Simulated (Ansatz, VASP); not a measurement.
Cu in VASP and in Ansatz

Contents of INCAR:

```
SYSTEM = Cu
  PREC = Accurate
  ENCUT = 520
  EDIFF = 1E-6
  ISMEAR = -1
  SIGMA = 0.1
  LREAL = .False.
  LASPH = .True.
  NELM = 60
  ALGO = Normal
  ISIF = 2
  LWAVE = .False.
  LCHARG = .True.
  GGA = B5
  ALDAX = 1.0
  AGGAX = 1.0
  AGGAC = 1.0
  ALDAC = 0.0
  LELF = .True.
  LVHAR = .True.
  NBANDS = 18
```

File KPOINTS:

```
regular mesh
0
Gamma
  11 11 11
  0 0 0
```

File POSCAR:

```
Cu
1.0
    0.0000000000      2.7710859090      2.7710859090
    2.7710859090      0.0000000000      2.7710859090
    2.7710859090      2.7710859090      0.0000000000
Cu
2
Direct
    0.1250000000      0.1250000000      0.1250000000
    0.8750000000      0.8750000000      0.8750000000
```

Input for Ansatz:

```yaml
crystal:
  lattice:
    - [0.0, 2.771085909, 2.771085909]
    - [2.771085909, 0.0, 2.771085909]
    - [2.771085909, 2.771085909, 0.0]
  atoms:
    - { symbol: Cu, position: [0.125, 0.125, 0.125] }
    - { symbol: Cu, position: [0.875, 0.875, 0.875] }
hamiltonian:
  xc: blyp
  pseudopotentials:
    kind: paw
    azcp:
      Cu: "pseudopotentials/Cu.paw.azcp"
basis:
  ecutwfc: 420
  fft_grid_basis: typed
kpoints:
  mp_grid: { grid: [11, 11, 11], shift: [0, 0, 0] }
magnetization:
  spin_polarized: false
scf:
  occupations: { method: fermi_dirac, width: 0.1 }
  lower_state_search: "off"
output:
  stress: true
```

Alike in both runs: task single point; functional BLYP; k mesh 11 × 11 × 11; occupations fermi-dirac, width 0.1 eV; no spin polarisation.

|  | VASP | Ansatz |
| --- | --- | --- |
| version | VASP 6.6.1 | Ansatz 0.2.0 |
| potentials or method | VASP PAW PBE potentials, release 64 (Cu), cutoff 520 eV | plane waves (420 eV) with PAW, scalar-relativistic |
| valence electrons in the cell | 22 | 38 |

```csv
,VASP,Ansatz,Ansatz less VASP
pressure (GPa),-1.3,-1.6,-0.21
```

VASP's potentials were made for PBE, not for BLYP. With one functional, cell and mesh, what is left measures potentials, basis and numerics. VASP's potentials hold 22 valence electrons a cell and Ansatz's 38, so a difference there can come from the potentials and not from the codes.
